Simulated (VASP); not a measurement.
Set up this calculation in VASP 6.6.1, as the native input.

```
Task                   : relaxation of cell and atoms
Functional             : LDA
Potentials or basis    : VASP PAW LDA potentials, release 64 (Au)
Cutoff                 : 600 eV
k mesh                 : 12 × 12 × 12
Occupations            : methfessel-paxton, width 0.05 eV
Spin                   : no spin polarisation
Target pressure        : 5 GPa
Dipole correction      : no
Further INCAR settings : ALGO = Normal; EDIFF = 1e-06; IBRION = 2; EDIFFG = -0.02; NSW = 80; ISIF = 3
```

The structure of Au lies in POSCAR:

```
Au
1.0
   -1.6572690000      1.6572690000      1.6572690000
    1.6572690000     -1.6572690000      1.6572690000
    1.6572690000      1.6572690000     -1.6572690000
Au
1
Direct
    0.0000000000      0.0000000000      0.0000000000
```

These files were run (other wordings do the same):

INCAR

```
PREC = Accurate
ENCUT = 600
EDIFF = 1E-6
ISMEAR = 1
SIGMA = 0.05
LREAL = F
LASPH = T
NELM = 60
ALGO = Normal
ISIF = 3
LWAVE = F
LCHARG = F
IBRION = 2
NSW = 80
EDIFFG = -0.02
PSTRESS = 50.0
```

KPOINTS

```
Automatic mesh
0
Gamma
  12 12 12
```

Potentials or basis: VASP PAW LDA potentials, release 64 (Au).

Launch:

```sh
$ cat potpaw_LDA.64/Au/POTCAR > POTCAR
$ mpirun -np 1 vasp_std > vasp.out
```

Results of the run:

```yaml
Relaxed_volume: 16.23 Å³/atom
Relaxed_cell: a = 2.763 Å, b = 2.763 Å, c = 2.763 Å, α = 109.47°, β = 109.47°, γ = 109.47°
Space_group_after_relaxing_to_0.05_Å: Im-3m (No. 229)
Energy_change_on_relaxing_the_enthalpy_is_what_falls: -68.3 meV/atom
Ionic_steps: 5
Pressure_after_relaxing: 5.0 GPa
```

Caveat: the cell is relaxed towards a set pressure, so the enthalpy falls and the energy may rise.

Run time: 11 s on 1 thread of Intel(R) Xeon(R) 6975P-C (Granite Rapids), on a shared host, peak memory 0.16 GiB.
